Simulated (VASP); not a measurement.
Write the native input for VASP 6.6.1 that does the following.

- Task: single point
- Functional: PBE
- Potentials or basis: VASP PAW PBE potentials, release 64 (Al, N)
- Cutoff: 520 eV
- k mesh: 8 × 8 × 6
- Occupations: gaussian, width 0.05 eV
- Spin: no spin polarisation
- Dipole correction: no
- Further INCAR settings: ALGO = Normal; EDIFF = 1e-06; NBANDS = 16

The structure of AlN lies in POSCAR:

```
AlN
1.0
    0.0000000000     -2.2015871054     -2.2015871054
    0.0000000000      2.2015871054     -2.2015871054
    4.4031742107      0.0000000000      0.0000000000
Al N
2 2
Direct
    0.4947181823      0.5408815937      0.4535497191
    0.0052818177     -0.0408815937      0.0464502809
   -0.0768898579      0.5304747074      0.1998625126
    0.5768898579     -0.0304747074      0.8001374874
```

The input as run:

INCAR

```
SYSTEM = AlN
  PREC = Accurate
  ENCUT = 520
  EDIFF = 1E-6
  ISMEAR = 0
  SIGMA = 0.05
  LREAL = .FALSE.
  LASPH = .TRUE.
  NELM = 100
  ALGO = Normal
  ISIF = 2
  LWAVE = .FALSE.
  LCHARG = .FALSE.
  GGA = PE
  NBANDS = 16
```

KPOINTS

```
regular mesh
0
G
  8 8 6
  0 0 0
```

Potentials or basis: VASP PAW PBE potentials, release 64 (Al, N).

The run is started by

```bash
$ cat potpaw_PBE.64/Al/POTCAR potpaw_PBE.64/N/POTCAR > POTCAR
$ mpirun -np 1 vasp_std > vasp.out
```

It gave:

```
Pressure               : 28.9 GPa
Largest force          : 13.959 eV/Å
Band gap on the k mesh : 0.24 eV, indirect (least direct gap 0.91 eV)
```

Caveat: forces of over 1 eV/Å act on the atoms, so gaps and moduli don't describe the material at rest.

Wall time 34 s on 1 thread of Intel(R) Xeon(R) 6975P-C (Granite Rapids) (shared host), peak memory 0.23 GiB.
